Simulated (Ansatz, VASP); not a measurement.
## SnSe2: VASP beside Ansatz

INCAR

```
SYSTEM = SnSe2
PREC = Accurate
ENCUT = 450
EDIFF = 1E-7
ISMEAR = 0
SIGMA = 0.02
LREAL = .False.
LASPH = .True.
NELM = 120
ALGO = Normal
ISIF = 2
LWAVE = .False.
LCHARG = .False.
GGA = PE
IVDW = 12
IBRION = 2
NSW = 60
EDIFFG = -0.01
GGA_COMPAT = .False.
NELMIN = 4
```

Contents of KPOINTS:

```
Automatic mesh
0
Gamma
  12 12 6
  0 0 0
```

POSCAR

```
SnSe2
1.0
    3.8110000000      0.0000000000      0.0000000000
   -1.9055000000      3.3004228138      0.0000000000
    0.0000000000      0.0000000000      6.1360000000
Sn Se
1 2
Direct
    0.0000000000      0.0000000000      0.0000000000
    0.3333333333      0.6666666667      0.2490000000
    0.6666666667      0.3333333333      0.7510000000
```

Input for Ansatz:

```yaml
crystal:
  lattice:
    - [3.811, 0.0, 0.0]
    - [-1.9055, 3.3004228138, 0.0]
    - [0.0, 0.0, 6.136]
  atoms:
    - { symbol: Sn, position: [0.0, 0.0, 0.0] }
    - { symbol: Se, position: [0.3333333333, 0.6666666667, 0.249] }
    - { symbol: Se, position: [0.6666666667, 0.3333333333, 0.751] }
basis:
  ecutwfc: 420
kpoints:
  mp_grid: { grid: [12, 12, 6] }
hamiltonian:
  xc: pbe
  dispersion: d3bj
scf:
  occupations: { method: gaussian, width: 0.02 }
output:
  forces: true
  stress: true
  eigenvalues: true
relax:
  adjacent_minimum: "off"
  f_tol: 0.01
  max_steps: 40
```

Alike in both runs: task relaxation of the atoms; functional PBE; dispersion D3(BJ); k mesh 12 × 12 × 6; occupations gaussian, width 0.02 eV; no spin polarisation.

|  | VASP | Ansatz |
| --- | --- | --- |
| version | VASP 6.6.1 | Ansatz 0.2.0 |
| potentials or method | VASP PAW PBE potentials, release 64 (Sn_d, Se), cutoff 450 eV | scalar-relativistic, plane waves, PAW |
| valence electrons in the cell | 26 | 46 |

VASP gave:

| Property | Result |
| --- | --- |
| gap on the k mesh at the Fermi level, each at its own relaxed structure (eV) | 0.48 |

**Question.** What did Ansatz give for the same quantities?

**Answer.** gap on the k mesh at the Fermi level, each at its own relaxed structure (eV): 0.49.

VASP's potentials hold 26 valence electrons a cell and Ansatz's 46, so a difference there can come from the potentials and not from the codes. Ansatz's warnings: stress scf threshold loose.
